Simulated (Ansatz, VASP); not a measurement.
## Na: VASP beside Ansatz

File INCAR:

```
SYSTEM = Na
ALGO = Normal ; EDIFF = 1E-7
EDIFFG = -0.01 ; ENCUT = 600
GGA = PE ; IBRION = 2
ISIF = 3 ; ISMEAR = 0
LASPH = .True. ; LCHARG = .False.
LREAL = .False. ; LWAVE = .False.
NELM = 100 ; NSW = 100
PREC = Accurate ; SIGMA = 0.1
```

The input KPOINTS:

```
k-points
0
Gamma
  6 6 6
  0 0 0
```

The input POSCAR:

```
Na
1.0
   -4.2330128800      4.2330128800      4.2330128800
    4.2330128800     -4.2330128800      4.2330128800
    4.2330128800      4.2330128800     -4.2330128800
Na
8
Direct
    0.5000000000      0.0000000000      0.4513301000
    0.4513301000      0.5000000000      0.0000000000
    0.0000000000      0.9513301000      0.5000000000
    0.9513301000      0.5000000000      0.0000000000
    0.0000000000      0.4513301000      0.5000000000
    0.5000000000      0.0000000000      0.9513301000
    0.5486699000      0.5486699000      0.5486699000
    0.0486699000      0.0486699000      0.0486699000
```

Input for Ansatz:

```yaml
crystal:
  lattice:
    - [-4.23301288, 4.23301288, 4.23301288]
    - [4.23301288, -4.23301288, 4.23301288]
    - [4.23301288, 4.23301288, -4.23301288]
  atoms:
    - { symbol: Na, position: [0.5, 0.0, 0.4513301] }
    - { symbol: Na, position: [0.4513301, 0.5, 0.0] }
    - { symbol: Na, position: [0.0, 0.9513301, 0.5] }
    - { symbol: Na, position: [0.9513301, 0.5, 0.0] }
    - { symbol: Na, position: [0.0, 0.4513301, 0.5] }
    - { symbol: Na, position: [0.5, 0.0, 0.9513301] }
    - { symbol: Na, position: [0.5486699, 0.5486699, 0.5486699] }
    - { symbol: Na, position: [0.0486699, 0.0486699, 0.0486699] }
basis:
  ecutwfc: 420
kpoints:
  mp_grid: { grid: [6, 6, 6] }
hamiltonian:
  xc: pbe
scf:
  occupations: { method: gaussian, width: 0.1 }
output:
  forces: true
  stress: true
  eigenvalues: true
relax:
  adjacent_minimum: "off"
  f_tol: 0.01
  max_steps: 80
  cell: { stress_tol: 0.05 }
```

Alike in both runs: task relaxation of cell and atoms; functional PBE; k mesh 6 × 6 × 6; occupations gaussian, width 0.1 eV; no spin polarisation.

|  | VASP | Ansatz |
| --- | --- | --- |
| version | VASP 6.6.1 | Ansatz 0.2.0 |
| potentials or method | VASP PAW PBE potentials, release 64 (Na_pv), cutoff 600 eV | scalar-relativistic, plane waves, PAW |
| valence electrons in the cell | 56 | 72 |

```tsv
	VASP	Ansatz	Ansatz less VASP
gap on the k mesh at the Fermi level, each at its own relaxed structure (eV)	none	none	-
relaxed volume (Å³/atom)	36.87	37.02	+0.147
relaxed cell length with the largest relative difference (Å)	7.263	7.273	+0.0097
```

A gap of «none» marks a metal or a gap that the smearing closes. VASP's potentials hold 56 valence electrons a cell and Ansatz's 72, so a difference there can come from the potentials and not from the codes.
